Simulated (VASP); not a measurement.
Set up this calculation in VASP 6.6.1, as the native input.

```yaml
Task: single point
Functional: LDA
Potentials_or_basis: VASP PAW LDA potentials, release 64 (Zn, Se)
Cutoff: 520 eV
k_mesh: 10 × 10 × 10
Occupations: gaussian, width 0.05 eV
Spin: no spin polarisation
Dipole_correction: no
Further_INCAR_settings: ALGO = Normal; EDIFF = 1e-06; NBANDS = 16
```

The structure of ZnSe lies in POSCAR:

```
ZnSe
1.0
    0.0000000000      3.0578672435      2.7084740864
    2.7084740864      0.0000000000      2.7084740864
    2.7084740864      3.0578672435      0.0000000000
Zn Se
1 1
Direct
    0.0000000000      0.0000000000      0.0000000000
    0.7500000000      0.7500000000      0.7500000000
```

The input as run:

INCAR

```
SYSTEM = ZnSe
  PREC = Accurate
  ENCUT = 520
  EDIFF = 1E-6
  ISMEAR = 0
  SIGMA = 0.05
  LREAL = .FALSE.
  LASPH = .TRUE.
  NELM = 80
  ALGO = Normal
  ISIF = 2
  LWAVE = .FALSE.
  LCHARG = .FALSE.
  GGA = CA
  NBANDS = 16
```

KPOINTS

```
Automatic mesh
0
G
  10 10 10
  0 0 0
```

Potentials or basis: VASP PAW LDA potentials, release 64 (Zn, Se).

Launch:

```bash
$ cat potpaw_LDA.64/Zn/POTCAR potpaw_LDA.64/Se/POTCAR > POTCAR
$ mpirun -np 1 vasp_std > vasp.out
```

It gave:

* Pressure: -2.5 GPa
* Band gap on the k mesh: 0.87 eV

Caveat: the stress differs along the axes, from -6 to -1 GPa.

Wall time 110 s on 1 thread of Intel Xeon 8259CL, with other jobs on the host, peak memory 0.2 GiB.
